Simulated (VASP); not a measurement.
Input of a VASP 6.6.1 run:

INCAR

```
SYSTEM = Cu
PREC = Accurate ; ENCUT = 600
EDIFF = 1E-7 ; ISMEAR = 0
SIGMA = 0.1 ; LREAL = .FALSE.
LASPH = .TRUE. ; NELM = 120
ALGO = Normal ; ISIF = 3
LWAVE = .FALSE. ; LCHARG = .FALSE.
GGA = PE ; IBRION = 2
NSW = 100 ; EDIFFG = -0.01
GGA_COMPAT = .FALSE. ; NELMIN = 4
```

File KPOINTS:

```
Automatic mesh
0
G
  12 12 18
  0 0 0
```

File POSCAR:

```
Cu
1.0
    4.1551290652      0.0000000000      0.0000000000
   -2.0775645326      3.5984473264      0.0000000000
    0.0000000000      0.0000000000      2.4480106099
Cu
3
Direct
    0.0000000000      0.0000000000      0.0000000000
    0.3333333333      0.6666666667      0.5000000000
    0.6666666667      0.3333333333      0.5000000000
```

Potentials or basis: VASP PAW PBE potentials, release 64 (Cu).

Launch:

```console
$ cat potpaw_PBE.64/Cu/POTCAR > POTCAR
$ mpirun -np 1 vasp_std > vasp.out
```

Question: What does it give for the band gap on the k mesh?

Answer: Zero (an odd number of electrons rules out a gap without spin polarisation).

Question: Estimate the space group after relaxing (to 0.1 Å).

Answer: P6/mmm (No. 191).

Question: Predict the relaxed cell.

Answer: a = 4.135 Å, b = 4.135 Å, c = 2.478 Å, α = 90.00°, β = 90.00°, γ = 120.00°.

Question: What does it give for the relaxed volume?

Answer: 12.23 Å³/atom.

Step by step:
```csv
step,energy change (eV),largest force (eV/Å),pressure (GPa),volume (Å³)
1,0.0000,0.0000,0.34,36.60
2,-0.0048,0.0000,-0.25,36.74
3,-0.0049,0.0000,-0.24,36.75
4,-0.0049,0.0000,-0.30,36.76
5,-0.0049,0.0000,0.17,36.64
6,-0.0050,0.0000,0.00,36.68
```
